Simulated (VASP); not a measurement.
# Ag (I4_1/amd) in VASP: notebook

Runs on Ag. Level: r2SCAN. Tasks: single point, relaxation of cell and atoms.

All numbers are computed with VASP 6.6.1; they aren't measurements. Logs are shortened: lines on timing, memory, paths and dates and some standing lists are left out, and cuts for length are marked.

## 1. The cell of the first run

Symmetry: I4_1/amd, No. 141, tetragonal system. The conventional cell has a = 5.075 Å, b = 5.075 Å, c = 2.768 Å, α = 90.00°, β = 90.00°, γ = 90.00°. Within 3.5 Å of Ag (site symmetry -4m2) lie 10 Ag at 2.63 to 3.28 Å.

## 2. Single point, r2SCAN

POSCAR

```
Ag
1.0
   -2.5374423559      2.5374423559      1.3842216450
    2.5374423559     -2.5374423559      1.3842216450
    2.5374423559      2.5374423559     -1.3842216450
Ag
2
Direct
    0.0000000000      0.0000000000      0.0000000000
    0.7500000000      0.2500000000      0.5000000000
```

INCAR.step1

```
SYSTEM = Ag
PREC = Accurate ; ENCUT = 520
ISMEAR = 0 ; SIGMA = 0.1
LREAL = .False. ; LASPH = .True.
NELM = 100 ; NBANDS = 18
GGA = PE ; ALGO = Normal
EDIFF = 1E-4 ; LWAVE = .True.
LCHARG = .False.
```

INCAR.step2

```
SYSTEM = Ag
PREC = Accurate ; ENCUT = 520
EDIFF = 1E-7 ; ISMEAR = 0
SIGMA = 0.1 ; LREAL = .False.
LASPH = .True. ; NELM = 100
ALGO = Normal ; ISIF = 2
LWAVE = .False. ; LCHARG = .False.
METAGGA = R2SCAN ; LMIXTAU = .True.
NBANDS = 18 ; ISTART = 1
```

KPOINTS

```
Automatic mesh
0
Gamma
  8 8 8
  0 0 0
```

Potentials or basis: VASP PAW PBE potentials, release 64 (Ag).

Command:

```
> cat potpaw_PBE.64/Ag/POTCAR > POTCAR
> cp INCAR.step1 INCAR
> mpirun -np 1 vasp_std > vasp.out
> cp INCAR.step2 INCAR
> mpirun -np 1 vasp_std > vasp.out
```

OUTCAR:

```text
SYSTEM = Ag
   PREC = Accurate
   ENCUT = 520
   EDIFF = 1E-7
   ISMEAR = 0
   LREAL = .False.
   LASPH = .True.
   NELM = 100
   ISIF = 2
   METAGGA = R2SCAN
   ISTART = 1

 ion  position               nearest neighbor table
   1  0.000  0.000  0.000-   2 2.63   2 2.63   2 2.63   2 2.63   2 3.28   2 3.28   2 3.28   2 3.28

   2  0.750  0.250  0.500-   1 2.63   1 2.63   1 2.63   1 2.63   1 3.28   1 3.28   1 3.28   1 3.28

  LATTYP: Found a body centered tetragonal cell.
 ALAT       =     5.0748847118
 C/A-ratio  =     0.5455184595

  Lattice vectors:

 A1 = (  -2.5374423559,   2.5374423559,   1.3842216450)
 A2 = (   2.5374423559,  -2.5374423559,   1.3842216450)
 A3 = (   2.5374423559,   2.5374423559,  -1.3842216450)

Analysis of symmetry for initial positions (statically):
=====================================================================
 Subroutine PRICEL returns:
 Original cell was already a primitive cell.

 Routine SETGRP: Setting up the symmetry group for a
 body centered tetragonal supercell.

 Subroutine GETGRP returns: Found 16 space group operations
 (whereof  8 operations were pure point group operations)
 out of a pool of 16 trial point group operations.

The static configuration has the point symmetry D_2d.
 The point group associated with its full space group is D_4h.

Analysis of symmetry for dynamics (positions and initial velocities):
=====================================================================
 Subroutine PRICEL returns:
 Original cell was already a primitive cell.

 Routine SETGRP: Setting up the symmetry group for a
 body centered tetragonal supercell.

 Subroutine GETGRP returns: Found 16 space group operations
 (whereof  8 operations were pure point group operations)
 out of a pool of 16 trial point group operations.

The dynamic configuration has the point symmetry D_2d.
 The point group associated with its full space group is D_4h.

 Subroutine INISYM returns: Found 16 space group operations
 (whereof  8 operations are pure point group operations),
 and found     1 'primitive' translations

----------------------------------------------------------------------------------------

                                     Primitive cell

  volume of cell :      35.6499

  direct lattice vectors                    reciprocal lattice vectors
    -2.537442356  2.537442356  1.384221645     0.000000000  0.197048811  0.361213829
     2.537442356 -2.537442356  1.384221645     0.197048811  0.000000000  0.361213829
     2.537442356  2.537442356 -1.384221645     0.197048811  0.197048811  0.000000000

  length of vectors
     3.846205530  3.846205530  3.846205530     0.411465265  0.411465265  0.278669101

  position of ions in fractional coordinates (direct lattice)
     0.000000000  0.000000000  0.000000000
     0.750000000  0.250000000  0.500000000

  ion indices of the primitive-cell ions
   primitive index   ion index
                 1           1
                 2           2

----------------------------------------------------------------------------------------

 KPOINTS: Automatic mesh

Automatic generation of k-mesh.
 Grid dimensions read from file:
 generate k-points for:    8    8    8

 Generating k-lattice:

  Cartesian coordinates                     Fractional coordinates (reciprocal lattice)
     0.000000000  0.024631101  0.045151729     0.125000000  0.000000000  0.000000000
     0.024631101  0.000000000  0.045151729     0.000000000  0.125000000  0.000000000
     0.024631101  0.024631101  0.000000000     0.000000000  0.000000000  0.125000000

  Length of vectors
     0.051433158  0.051433158  0.034833638

  Shift w.r.t. Gamma in fractional coordinates (k-lattice)
     0.000000000  0.000000000  0.000000000

 Subroutine IBZKPT returns following result:
 ===========================================

 Found     59 irreducible k-points:

 Following reciprocal coordinates:
            Coordinates               Weight
  0.000000  0.000000  0.000000      1.000000
  0.125000  0.000000 -0.000000      8.000000
  0.250000  0.000000 -0.000000      8.000000
  0.375000  0.000000 -0.000000      8.000000
  0.500000  0.000000 -0.000000      4.000000
  0.125000  0.125000 -0.000000      8.000000
[... 16 lines left out ...]
  0.250000  0.125000  0.125000     16.000000
  0.375000  0.125000  0.125000      8.000000
 [... further k-points ...]
   k-points           NKPTS =     59   k-points in BZ     NKDIM =     59   number of bands    NBANDS=     18
   number of dos      NEDOS =    301   number of ions     NIONS =      2
   total plane-waves  NPLWV =  27000
   dimension x,y,z NGX =    30 NGY =   30 NGZ =   30
   dimension x,y,z NGXF=    60 NGYF=   60 NGZF=   60
   ions per type =               2
   NGX,Y,Z   is equivalent  to a cutoff of  12.97, 12.97, 12.97 a.u.
   NGXF,Y,Z  is equivalent  to a cutoff of  25.93, 25.93, 25.93 a.u.
 SYSTEM =  Ag
   PREC   = accura    normal or accurate (medium, high low for compatibility)
   ISTART =      1    job   : 0-new  1-cont  2-samecut
   ICHARG =      0    charge: 1-file 2-atom 10-const
   ISPIN  =      1    spin polarized calculation?
   LNONCOLLINEAR =      F non collinear calculations
   LSORBIT =      F    spin-orbit coupling
   LASPH  =      T    aspherical Exc in radial PAW
   ENCUT  =  520.0 eV  38.22 Ry    6.18 a.u.   7.15  7.15  7.15*2*pi/ulx,y,z
   NELM   =    100;   NELMIN=  2; NELMDL=  0     # of ELM steps
   EDIFF  = 0.1E-06   stopping-criterion for ELM
   LREAL  =      F    real-space projection
   EDIFFG = 0.1E-05   stopping-criterion for IOM
   NSW    =      0    number of steps for IOM
   IBRION =     -1    ionic relax: 0-MD 1-quasi-New 2-CG
   NFREE  =      0    steps in history (QN), initial steepest desc. (CG)
   ISIF   =      2    stress and relaxation
   ISYM   =      2    0-nonsym 1-usesym 2-fastsym
   POTIM  = 0.5000    time-step for ionic-motion
   TEBEG  =    0.0;   TEEND  =   0.0 temperature during run
   PSTRESS=    0.0 pullay stress
   NELECT =      22.0000    total number of electrons
   NUPDOWN=      -1.0000    fix difference up-down
   EMIN   =  10.00;   EMAX   =-10.00  energy-range for DOS
   EFERMI =   0.00;   METHOD = LEGACY
   ISMEAR =     0;   SIGMA  =   0.10  broadening in eV -4-tet -1-fermi 0-gaus
   EFERMI_NEDOS =   21; number of points for ismear=-14 and -15
   IALGO  =     38    algorithm
   IMIX   =      4    mixing-type and parameters
     AMIX     =   0.40;   BMIX     =  1.00
     AMIX_MAG =   1.60;   BMIX_MAG =  1.00
  volume/ion in A,a.u.               =      17.82       120.29
  Fermi-wavevector in a.u.,A,eV,Ry     =   1.393787  2.633875 26.431250  1.942642
  Thomas-Fermi vector in A             =   2.517399
   LORBIT       =      0    0 simple, 1 ext, 2 COOP (PROOUT), +10 PAW based schemes
   METAGGA = R2SCAN    functional components
   LHFCALC =     F    Hartree Fock is set to
   AEXX    =    0.0000 exact exchange contribution
   IVDW    =     0    specifies the selected vdW correction
   LEPSILON=     F    determine dielectric tensor
   LRPA    =     F    only Hartree local field effects (RPA)
 non-spin polarized calculation
 Gauss-broadening in eV      SIGMA  =   0.10
  energy-cutoff  :      520.00
  volume of cell :       35.65
 maximum number of plane-waves:       978
 NGX is ok and might be reduce to    30
   NGX = 15   NGY = 15   NGZ = 15

 number of electron      21.9999991 magnetization

 Free energy of the ion-electron system (eV)
  ---------------------------------------------------
  ext. energy  EPLUGINS =         0.00000000
  ---------------------------------------------------
  free energy    TOTEN  =       -42.13986049 eV

  energy without entropy =      -42.13653250  energy(sigma->0) =      -42.13819650

 E-fermi :   7.9032     XC(G=0): -12.5903

 val. band max:        7.8691206832   @ k =   0.3750   0.2500  -0.0000
 cond. band min:       7.9577232991   @ k =  -0.2500  -0.2500   0.2500
 fundamental gap:      0.0886026159
 Fermi energy:         7.9031784201

 k-point     1 :       0.0000    0.0000    0.0000
  band No.  band energies     occupation
      1       0.2716      2.00000
      2       1.0767      2.00000
      3       1.3297      2.00000
      4       1.8828      2.00000
      5       2.0663      2.00000
      6       3.8192      2.00000
[... 10 lines left out ...]
     17      24.4331      0.00000
     18      28.0342      0.00000

 k-point     2 :       0.1250    0.0000   -0.0000
  band No.  band energies     occupation
      1       0.7265      2.00000
      2       1.2449      2.00000
      3       1.3930      2.00000
      4       2.2148      2.00000
      5       2.2818      2.00000
      6       3.3410      2.00000
[... 10 lines left out ...]
     17      24.0287      0.00000
     18      24.8642      0.00000

 k-point     3 :       0.2500    0.0000   -0.0000
  band No.  band energies     occupation
      1       1.5403      2.00000
      2       1.5945      2.00000
      3       1.6204      2.00000
      4       2.7225      2.00000
      5       2.7321      2.00000
      6       2.8504      2.00000
[... 10 lines left out ...]
     17      21.8874      0.00000
     18      21.9741      0.00000

 k-point     4 :       0.3750    0.0000   -0.0000
  band No.  band energies     occupation
      1       1.4934      2.00000
      2       1.6377      2.00000
      3       1.8862      2.00000
      4       2.3369      2.00000
      5       2.7364      2.00000
      6       3.3276      2.00000
[... 375 lines left out ...]
      4       2.5070      2.00000
      5       2.5888      2.00000
      6       3.2824      2.00000
[... 10 lines left out ...]
     17      22.9713      0.00000
     18      23.0566      0.00000

 k-point    23 :       0.2500    0.1250    0.1250
  band No.  band energies     occupation
      1       1.3945      2.00000
      2       1.6010      2.00000
      3       2.1535      2.00000
      4       2.3429      2.00000
      5       2.6674      2.00000
      6       3.2169      2.00000
[... 10 lines left out ...]
     17      21.5810      0.00000
     18      21.9255      0.00000

 k-point    24 :       0.3750    0.1250    0.1250
  band No.  band energies     occupation
      1       1.3285      2.00000
      2       1.5361      2.00000
      3       1.8552      2.00000
      4       2.5472      2.00000
      5       2.5676      2.00000
      6       3.3995      2.00000
[... 10 lines left out ...]
     17      21.1781      0.00000
     18      24.3317      0.00000

 [... further k-points ...]
[... 5 lines left out ...]
  --------------------------------------------------------------------------------------
  -------------------------------------------------------------------------------------
  Total        2.3843357      2.3843357      0.1970879      0.0000000      0.0000000      0.0000000
  in kB      107.1568601    107.1568601      8.8575284      0.0000000      0.0000000      0.0000000
  external PRESSURE =      74.3904162 kB  Pullay stress =       0.0000000 kB

 VOLUME and BASIS-vectors are now :
 -----------------------------------------------------------------------------
  energy-cutoff  :      520.00
  volume of cell :       35.65
      direct lattice vectors                 reciprocal lattice vectors
    -2.537442356  2.537442356  1.384221645     0.000000000  0.197048811  0.361213829
     2.537442356 -2.537442356  1.384221645     0.197048811  0.000000000  0.361213829
     2.537442356  2.537442356 -1.384221645     0.197048811  0.197048811  0.000000000

 POSITION                                       TOTAL-FORCE (eV/Angst)
 -----------------------------------------------------------------------------------
      0.00000      0.00000      0.00000         0.000000     -0.000000      0.000000
     -0.00000      2.53744      0.69211        -0.000000      0.000000     -0.000000
 -----------------------------------------------------------------------------------
    total drift:                                0.000000     -0.000000      0.000000

  FREE ENERGIE OF THE ION-ELECTRON SYSTEM (eV)
  ---------------------------------------------------
  free  energy   TOTEN  =       -42.1398604920 eV

  energy  without entropy=      -42.1365324985  energy(sigma->0) =      -42.13819650
```

Run time: 1.8 min. Hardware: 1 thread of AMD EPYC 9R45 (Zen 5), shared host; peak memory 0.16 GiB.

Results:

```
Free energy            : -42.1399 eV
Pressure               : 7.4 GPa
Band gap on the k mesh : zero (band 11 reaches 10.30 eV, above the bottom of band 12 at 5.11 eV)
```

Caveat: the PAW data sets were made with another functional, which shifts forces and pressure a little.

## 3. Single point, r2SCAN

This run uses another cell than the first one, of 19.05 Å³/atom, 1.069 times its volume.

POSCAR

```
Ag
1.0
   -2.6373687781      2.6373687781      1.3693520663
    2.6373687781     -2.6373687781      1.3693520663
    2.6373687781      2.6373687781     -1.3693520663
Ag
2
Direct
    0.0000000000      0.0000000000      0.0000000000
    0.7500000000      0.2500000000      0.5000000000
```

INCAR.step1

```
SYSTEM = Ag
  PREC = Accurate
  ENCUT = 520
  ISMEAR = 0
  SIGMA = 0.1
  LREAL = .False.
  LASPH = .True.
  NELM = 60
  NBANDS = 18
  GGA = PE
  ALGO = Normal
  EDIFF = 1E-4
  LWAVE = .True.
  LCHARG = .False.
```

INCAR.step2

```
SYSTEM = Ag
  PREC = Accurate
  ENCUT = 520
  EDIFF = 1E-6
  ISMEAR = 0
  SIGMA = 0.1
  LREAL = .False.
  LASPH = .True.
  NELM = 60
  ALGO = Normal
  ISIF = 2
  LWAVE = .False.
  LCHARG = .False.
  METAGGA = R2SCAN
  LMIXTAU = .True.
  NBANDS = 18
  ISTART = 1
```

KPOINTS is that of step 2.

Potentials or basis: VASP PAW PBE potentials, release 64 (Ag).

Command:

```
> cat potpaw_PBE.64/Ag/POTCAR > POTCAR
> cp INCAR.step1 INCAR
> mpirun -np 1 vasp_std > vasp.out
> cp INCAR.step2 INCAR
> mpirun -np 1 vasp_std > vasp.out
```

Wall time 94 s (1 thread of AMD EPYC 9R45 (Zen 5), shared host); peak memory 0.16 GiB.

Results (log left out):

- Free energy: -42.2306 eV
- Pressure: 0.2 GPa
- Band gap on the k mesh: zero (band 11 reaches 9.51 eV, above the bottom of band 12 at 4.21 eV)

Levels at points of the mesh, in eV from the Fermi level:
```csv
k point,band 8,band 9,band 10,band 11,band 12,band 13,band 14,band 15
"(0.00, 0.00, 0.00)",-3.86,-3.86,-3.30,-2.68,4.23,4.23,8.66,10.38
"(0.50, 0.00, 0.00)",-3.60,-3.37,-3.07,0.57,2.78,5.59,6.46,8.92
"(0.50, 0.50, 0.00)",-3.86,-3.57,-3.57,-2.89,-2.89,9.15,9.15,10.81
"(0.50, 0.50, 0.50)",-3.82,-3.78,-3.78,-0.75,-0.75,1.87,1.87,16.33
```

Caveat: the PAW data sets were made with another functional, which shifts forces and pressure a little.

## 4. Relaxation of cell and atoms, r2SCAN

POSCAR

```
Ag
1.0
   -2.5374423559      2.5374423559      1.3842216450
    2.5374423559     -2.5374423559      1.3842216450
    2.5374423559      2.5374423559     -1.3842216450
Ag
2
Direct
    0.0000000000      0.0000000000      0.0000000000
    0.7500000000      0.2500000000      0.5000000000
```

INCAR.step1

```
  PREC = Accurate
  ENCUT = 600
  ISMEAR = 0
  SIGMA = 0.1
  LREAL = False
  LASPH = True
  NELM = 80
  GGA = PE
  ALGO = Normal
  EDIFF = 1E-4
  LWAVE = True
  LCHARG = False
```

INCAR.step2

```
  PREC = Accurate
  ENCUT = 600
  EDIFF = 1E-6
  ISMEAR = 0
  SIGMA = 0.1
  LREAL = False
  LASPH = True
  NELM = 80
  ALGO = Normal
  ISIF = 3
  LWAVE = False
  LCHARG = False
  METAGGA = R2SCAN
  LMIXTAU = True
  IBRION = 2
  NSW = 90
  EDIFFG = -0.04
  ISTART = 1
```

KPOINTS

```
Automatic mesh
0
Gamma
  8 8 8
```

Command:

```
> cat potpaw_PBE.64/Ag/POTCAR > POTCAR
> cp INCAR.step1 INCAR
> mpirun -np 1 vasp_std > vasp.out
> cp INCAR.step2 INCAR
> mpirun -np 1 vasp_std > vasp.out
```

Wall time 5.5 min (1 thread of AMD EPYC 9R45 (Zen 5), shared host); peak memory 0.18 GiB.

Results (log left out):

```yaml
Free_energy: -42.2287 eV
Relaxed_volume: 19.09 Å³/atom
Relaxed_cell: a = 3.977 Å, b = 3.977 Å, c = 3.977 Å, α = 96.81°, β = 96.81°, γ = 139.72°
Space_group_after_relaxing_to_0.05_Å: I4_1/amd (No. 141)
Energy_gained_by_relaxing: 44.5 meV/atom
Ionic_steps: 4
Pressure_after_relaxing: 0.0 GPa
Band_gap_on_the_k_mesh: zero (band 11 reaches 9.49 eV, above the bottom of band 12 at 4.19 eV)
```

Stress tensor (GPa, compression positive):
```
-0.05  0.00  0.00
 0.00 -0.05  0.00
 0.00  0.00  0.11
```

Step by step:
```
step  energy change (eV)  largest force (eV/Å)  pressure (GPa)  volume (Å³)
   1              0.0000                0.0000            7.44        35.65
   2             -0.0670                0.0000           -3.59        40.06
   3             -0.0848                0.0000           -0.78        38.53
   4             -0.0891                0.0000            0.00        38.18
```

Final structure:
```
Ag
1.0
    -2.64008    2.64008    1.36926
     2.64008   -2.64008    1.36926
     2.64008    2.64008   -1.36926
Ag
2
Direct
  0.00000 0.00000 0.00000
  0.75000 0.25000 0.50000
```

Levels at points of the mesh, in eV from the Fermi level:
| k point | band 7 | band 8 | band 9 | band 10 | band 11 | band 12 | band 13 | band 14 | band 15 |
| --- | --- | --- | --- | --- | --- | --- | --- | --- | --- |
| (0.00, 0.00, 0.00) | -3.88 | -3.86 | -3.86 | -3.31 | -2.69 | 4.22 | 4.22 | 8.63 | 10.36 |
| (0.50, 0.00, 0.00) | -3.85 | -3.60 | -3.37 | -3.06 | 0.58 | 2.78 | 5.58 | 6.45 | 8.90 |
| (0.50, 0.50, 0.00) | -3.86 | -3.86 | -3.57 | -3.57 | -2.89 | -2.89 | 9.12 | 9.12 | 10.79 |
| (0.50, 0.50, 0.50) | -3.81 | -3.81 | -3.78 | -3.78 | -0.75 | -0.75 | 1.85 | 1.85 | 16.33 |

Caveat: the PAW data sets were made with another functional, which shifts forces and pressure a little.

## 5. Overview

| task | cell | cutoff (eV) | gap on the mesh (eV) | pressure (GPa) |
| --- | --- | --- | --- | --- |
| single point | a = 3.846 Å, angles 97.4, 97.4, 137.8°, 2 atoms | 520 | none | 7.4 |
| single point | a = 3.973 Å, angles 96.8, 96.8, 139.7°, 2 atoms | 520 | none | 0.2 |
| relaxation of cell and atoms | relaxed from a = 3.846 Å, angles 97.4, 97.4, 137.8°, 2 atoms | 600 | none | 0.0 |

Alike in all rows: level r2SCAN; potentials or basis VASP PAW PBE potentials, release 64 (Ag); no spin polarisation; k mesh 8 × 8 × 8; smearing gaussian 0.1 eV.

Caveats: the PAW data sets were made with another functional, which shifts forces and pressure a little.

Total energies depend on the potentials used, so only differences within one code and one set of settings carry meaning.
